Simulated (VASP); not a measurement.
A run of VASP 6.6.1:

File INCAR:

```
SYSTEM = CuMo3
ALGO = Fast
EDIFF = 1E-6
ENCUT = 520
GGA = PE
ISIF = 2
ISMEAR = 0
LASPH = .TRUE.
LCHARG = .FALSE.
LREAL = .FALSE.
LWAVE = .FALSE.
NBANDS = 34
NELM = 100
PREC = Accurate
SIGMA = 0.1
```

File KPOINTS:

```
k-points
0
G
  6 6 6
  0 0 0
```

POSCAR

```
CuMo3
1.0
    0.0000000000      3.1364539900      3.1364539900
    3.1364539900      0.0000000000      3.1364539900
    3.1364539900      3.1364539900      0.0000000000
Cu Mo
1 3
Direct
    0.5000000000      0.5000000000      0.5000000000
    0.7500000000      0.7500000000      0.7500000000
    0.2500000000      0.2500000000      0.2500000000
    0.0000000000      0.0000000000      0.0000000000
```

Potentials or basis: VASP PAW PBE potentials, release 64 (Cu, Mo_sv).

The run is started by

```bash
$ cat potpaw_PBE.64/Cu/POTCAR potpaw_PBE.64/Mo_sv/POTCAR > POTCAR
$ mpirun -np 1 vasp_std > vasp.out
```

Hardware: 1 thread of Intel(R) Xeon(R) 6975P-C (Granite Rapids) (shared host).

Estimate the wall time of this run.

It took 34 s on 1 thread of Intel(R) Xeon(R) 6975P-C (Granite Rapids), on a shared host, peak memory 0.21 GiB. Counts: scf iterations 21, k points 16.
